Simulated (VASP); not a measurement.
Write the native input for VASP 6.6.1 that does the following.

| Quantity | Value |
| --- | --- |
| Task | single point |
| Functional | r2SCAN |
| Potentials or basis | VASP PAW PBE potentials, release 64 (Pb_d, Se) |
| Cutoff | 520 eV |
| k mesh | 8 × 8 × 8 |
| Occupations | gaussian, width 0.01 eV |
| Spin | no spin polarisation |
| Dipole correction | no |
| Further INCAR settings | ALGO = Normal; EDIFF = 1e-07; NBANDS = 17 |

The system is PbSe.

```
Pb Se
1.0
     0.00000    3.11959    3.08213
     3.11959    0.00000    3.08213
     3.11959    3.11959    0.00000
Pb Se
1 1
Direct
  0.00000 0.00000 0.00000
  0.50000 0.50000 0.50000
```

This cell differs from its parent crystal: epitaxial xy strain +1.0%.

The input as run:

POSCAR

```
PbSe
1.0
    0.0000000000      3.1195892417      3.0821295345
    3.1195892417      0.0000000000      3.0821295345
    3.1195892417      3.1195892417      0.0000000000
Pb Se
1 1
Direct
    0.0000000000      0.0000000000      0.0000000000
    0.5000000000      0.5000000000      0.5000000000
```

INCAR.step1

```
PREC = Accurate ; ENCUT = 520
ISMEAR = 0 ; SIGMA = 0.01
LREAL = F ; LASPH = T
NELM = 60 ; NBANDS = 17
GGA = PE ; ALGO = Normal
EDIFF = 1E-4 ; LWAVE = T
LCHARG = F
```

INCAR.step2

```
PREC = Accurate ; ENCUT = 520
EDIFF = 1E-7 ; ISMEAR = 0
SIGMA = 0.01 ; LREAL = F
LASPH = T ; NELM = 60
ALGO = Normal ; ISIF = 2
LWAVE = F ; LCHARG = F
METAGGA = R2SCAN ; LMIXTAU = T
NBANDS = 17 ; ISTART = 1
```

KPOINTS

```
regular mesh
0
Gamma
  8 8 8
```

Potentials or basis: VASP PAW PBE potentials, release 64 (Pb_d, Se).

The run is started by

```sh
$ cat potpaw_PBE.64/Pb_d/POTCAR potpaw_PBE.64/Se/POTCAR > POTCAR
$ cp INCAR.step1 INCAR
$ mpirun -np 1 vasp_std > vasp.out
$ cp INCAR.step2 INCAR
$ mpirun -np 1 vasp_std > vasp.out
```

It gave:

```json
{
  "Pressure": "-0.9 GPa",
  "Band gap on the k mesh": "0.72 eV"
}
```

Caveat: the cell differs from its parent crystal (epitaxial xy strain +1.0%); the PAW data sets were made with another functional, which shifts forces and pressure a little; spin-orbit coupling is left out, which moves the levels of the heavy elements.

Run time: 5 min on 1 thread of Intel(R) Xeon(R) Platinum 8259CL CPU @ 2.50GHz (Skylake/Cascade Lake) (shared host), peak memory 0.25 GiB.
